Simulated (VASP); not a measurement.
# Ge (Im-3m) in VASP: a series of runs, part 3 of 3

VASP 6.6.1.

## 5. Single point, PBE (volume scaled by 0.45)

Contents of INCAR:

```
PREC = Accurate ; ENCUT = 520
EDIFF = 1E-7 ; ISMEAR = -1
SIGMA = 0.08 ; LREAL = F
LASPH = T ; NELM = 60
ALGO = Normal ; ISIF = 2
LWAVE = F ; LCHARG = F
GGA = PE ; NBANDS = 13
```

Contents of KPOINTS:

```
regular mesh
0
Gamma
  16 16 16
```

Contents of POSCAR:

```
Ge
1.0
   -1.2961341061      1.2961341061      1.2961341061
    1.2961341061     -1.2961341061      1.2961341061
    1.2961341061      1.2961341061     -1.2961341061
Ge
1
Direct
    0.0000000000      0.0000000000      0.0000000000
```

Potentials or basis: VASP PAW PBE potentials, release 64 (Ge_d).

Launch:

```bash
$ cat potpaw_PBE.64/Ge_d/POTCAR > POTCAR
$ mpirun -np 1 vasp_std > vasp.out
```

OUTCAR:

```text
PREC = Accurate
   ENCUT = 520
   EDIFF = 1E-7
   ISMEAR = -1
   LREAL = F
   LASPH = T
   NELM = 60
   ISIF = 2
   GGA = PE

 ion  position               nearest neighbor table
   1  0.000  0.000  0.000-

  LATTYP: Found a body centered cubic cell.
 ALAT       =     2.5922682122

  Lattice vectors:

 A1 = (  -1.2961341061,   1.2961341061,   1.2961341061)
 A2 = (   1.2961341061,  -1.2961341061,   1.2961341061)
 A3 = (   1.2961341061,   1.2961341061,  -1.2961341061)

Analysis of symmetry for initial positions (statically):
=====================================================================
 Subroutine PRICEL returns:
 Original cell was already a primitive cell.

 Routine SETGRP: Setting up the symmetry group for a
 body centered cubic supercell.

 Subroutine GETGRP returns: Found 48 space group operations
 (whereof 48 operations were pure point group operations)
 out of a pool of 48 trial point group operations.

The static configuration has the point symmetry O_h .

Analysis of symmetry for dynamics (positions and initial velocities):
=====================================================================
 Subroutine PRICEL returns:
[... 160 lines left out ...]
 Fermi energy:        18.9473914307

 k-point     1 :       0.0000    0.0000    0.0000
  band No.  band energies     occupation
      1      -7.5042      2.00000
      2      -7.5042      2.00000
      3      -7.5042      2.00000
      4      -6.8648      2.00000
      5      -6.8648      2.00000
      6      -3.6809      2.00000
      7      39.7404      0.00000
      8      39.7404      0.00000
      9      39.7404      0.00000
     10      40.0083      0.00000
     11      40.0083      0.00000
     12      40.0083      0.00000
     13      42.2032      0.00000
[... 354 lines left out ...]
  band No.  band energies     occupation
      1      -7.7310      2.00000
      2      -7.5391      2.00000
      3      -6.9753      2.00000
      4      -6.9611      2.00000
      5      -6.7437      2.00000
      6       3.3149      2.00000
      7      18.0296      1.99998
      8      20.7885      0.00000
      9      28.6502      0.00000
     10      37.6383      0.00000
     11      40.7491      0.00000
     12      45.9291      0.00000
     13      51.2564      0.00000

 [... further k-points ...]
[... 5 lines left out ...]
  --------------------------------------------------------------------------------------
  -------------------------------------------------------------------------------------
  Total       17.0499605     17.0499605     17.0499605     -0.0000000     -0.0000000     -0.0000000
  in kB     3136.3473377   3136.3473377   3136.3473377     -0.0000000     -0.0000000     -0.0000000
  external PRESSURE =    3136.3473377 kB  Pullay stress =       0.0000000 kB

 VOLUME and BASIS-vectors are now :
 -----------------------------------------------------------------------------
  energy-cutoff  :      520.00
  volume of cell :        8.71
      direct lattice vectors                 reciprocal lattice vectors
    -1.296134106  1.296134106  1.296134106     0.000000000  0.385762552  0.385762552
     1.296134106 -1.296134106  1.296134106     0.385762552  0.000000000  0.385762552
     1.296134106  1.296134106 -1.296134106     0.385762552  0.385762552  0.000000000

 POSITION                                       TOTAL-FORCE (eV/Angst)
 -----------------------------------------------------------------------------------
      0.00000      0.00000      0.00000         0.000000      0.000000     -0.000000
 -----------------------------------------------------------------------------------
    total drift:                                0.000000      0.000000      0.000000

  FREE ENERGIE OF THE ION-ELECTRON SYSTEM (eV)
  ---------------------------------------------------
  free  energy   TOTEN  =         0.7556169692 eV

  energy  without entropy=        0.7638590404  energy(sigma->0) =        0.75973800
```

stdout:

```text
POSCAR found type information on POSCAR Ge
 POSCAR found :  1 types and       1 ions
 scaLAPACK will be used
 LDA part: xc-table for (Slater+PW92), standard interpolation
 POSCAR, INCAR and KPOINTS ok, starting setup
 FFT: planning ... GRIDC
 FFT: planning ... GRID_SOFT
 FFT: planning ... GRID
 WAVECAR not read
 entering main loop
```

It took 9.8 s on 1 thread of Intel Xeon 6975P-C, shared host; peak memory 0.13 GiB.

Results:

* Free energy: 0.7556 eV
* Pressure: 313.6 GPa
* Band gap on the k mesh: zero (band 7 reaches 39.74 eV, above the bottom of band 8 at 13.53 eV)

Levels at points of the mesh, in eV from the Fermi level:
| k point | band 5 | band 6 | band 7 | band 8 | band 9 | band 10 |
| --- | --- | --- | --- | --- | --- | --- |
| (0.00, 0.00, 0.00) | -25.81 | -22.63 | 20.79 | 20.79 | 20.79 | 21.06 |
| (0.50, 0.00, 0.00) | -25.41 | -11.74 | -9.27 | 8.87 | 10.53 | 13.15 |
| (0.50, 0.50, 0.50) | -25.51 | -1.74 | -1.74 | -1.74 | 3.44 | 3.44 |

## 6. Single point, PBE (volume scaled by 0.52)

Contents of INCAR:

```
SYSTEM = Ge
ALGO = Normal
EDIFF = 1E-7
ENCUT = 520
GGA = PE
ISIF = 2
ISMEAR = -1
LASPH = .True.
LCHARG = .False.
LREAL = .False.
LWAVE = .False.
NBANDS = 13
NELM = 100
PREC = Accurate
SIGMA = 0.08
```

Contents of KPOINTS:

```
k-points
0
Gamma
  16 16 16
  0 0 0
```

Contents of POSCAR:

```
Ge
1.0
   -1.3601293594      1.3601293594      1.3601293594
    1.3601293594     -1.3601293594      1.3601293594
    1.3601293594      1.3601293594     -1.3601293594
Ge
1
Direct
    0.0000000000      0.0000000000      0.0000000000
```

Potentials or basis: VASP PAW PBE potentials, release 64 (Ge_d).

Launch:

```bash
$ cat potpaw_PBE.64/Ge_d/POTCAR > POTCAR
$ mpirun -np 1 vasp_std > vasp.out
```

It took 11 s on 1 thread of Intel Xeon 6975P-C, shared host; peak memory 0.13 GiB.

The run converged. Its results:

- Free energy: -1.2961 eV
- Pressure: 184.3 GPa
- Band gap on the k mesh: zero (band 7 reaches 34.12 eV, above the bottom of band 8 at 10.44 eV)

Levels at points of the mesh, in eV from the Fermi level:
```csv
k point,band 3,band 4,band 5,band 6,band 7,band 8,band 9,band 10,band 11,band 12
"(0.00, 0.00, 0.00)",-25.81,-25.35,-25.35,-20.32,18.17,18.17,18.17,20.24,20.24,20.24
"(0.50, 0.00, 0.00)",-25.37,-25.34,-25.07,-10.18,-8.83,7.85,10.00,12.34,15.19,29.01
"(0.50, 0.50, 0.50)",-25.14,-25.14,-25.14,-1.39,-1.39,-1.39,3.64,3.64,3.64,34.27
```

## 7. The runs side by side

| task | cell | cutoff (eV) | gap on the mesh (eV) | pressure (GPa) |
| --- | --- | --- | --- | --- |
| single point | a = 2.930 Å, angles 109.5°, 1 atom | 520 | none | 0.0 |
| relaxation of cell and atoms | relaxed from a = 2.912 Å, angles 109.5°, 1 atom | 600 | none | 0.0 |
| single point | a = 2.245 Å, angles 109.5°, 1 atom | 520 | none | 313.6 |
| single point | a = 2.356 Å, angles 109.5°, 1 atom | 520 | none | 184.3 |

Alike in all rows: level PBE; potentials or basis VASP PAW PBE potentials, release 64 (Ge_d); no spin polarisation; k mesh 16 × 16 × 16; smearing fermi-dirac 0.08 eV.

Absolute energies hang on the potentials; compare differences alone.
